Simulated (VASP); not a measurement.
A run of VASP 6.6.1 is set up as follows.

File POSCAR:

```
AgI
1.0
    0.0000000000      3.3530731350      3.3530731350
    3.3530731350      0.0000000000      3.3530731350
    3.3530731350      3.3530731350      0.0000000000
Ag I
1 1
Direct
    0.0000000000      0.0000000000      0.0000000000
    0.2500000000      0.2500000000      0.2500000000
```

File INCAR.step1:

```
SYSTEM = AgI
PREC = Accurate ; ENCUT = 550
ISMEAR = 0 ; SIGMA = 0.01
LREAL = .FALSE. ; LASPH = .TRUE.
NELM = 120 ; NBANDS = 16
GGA = PE ; ALGO = Normal
EDIFF = 1E-5 ; LWAVE = .TRUE.
LCHARG = .FALSE. ; GGA_COMPAT = .FALSE.
```

File INCAR.step2:

```
SYSTEM = AgI
PREC = Accurate ; ENCUT = 550
EDIFF = 1E-6 ; ISMEAR = 0
SIGMA = 0.01 ; LREAL = .FALSE.
LASPH = .TRUE. ; NELM = 120
ALGO = Normal ; ISIF = 2
LWAVE = .FALSE. ; LCHARG = .FALSE.
METAGGA = R2SCAN ; LMIXTAU = .TRUE.
NBANDS = 16 ; ISTART = 1
GGA_COMPAT = .FALSE.
```

File KPOINTS:

```
Automatic mesh
0
G
  6 6 6
  0 0 0
```

Potentials or basis: VASP PAW PBE potentials, release 64 (Ag, I).

Launch:

```bash
$ cat potpaw_PBE.64/Ag/POTCAR potpaw_PBE.64/I/POTCAR > POTCAR
$ cp INCAR.step1 INCAR
$ mpirun -np 1 vasp_std > vasp.out
$ cp INCAR.step2 INCAR
$ mpirun -np 1 vasp_std > vasp.out
```

What does it give for the band gap on the k mesh?

1.80 eV, direct.

Estimate the pressure.

-1.6 GPa.

Caveat: the PAW data sets were made with another functional, which shifts forces and pressure a little; spin-orbit coupling is left out, which moves the levels of the heavy elements.
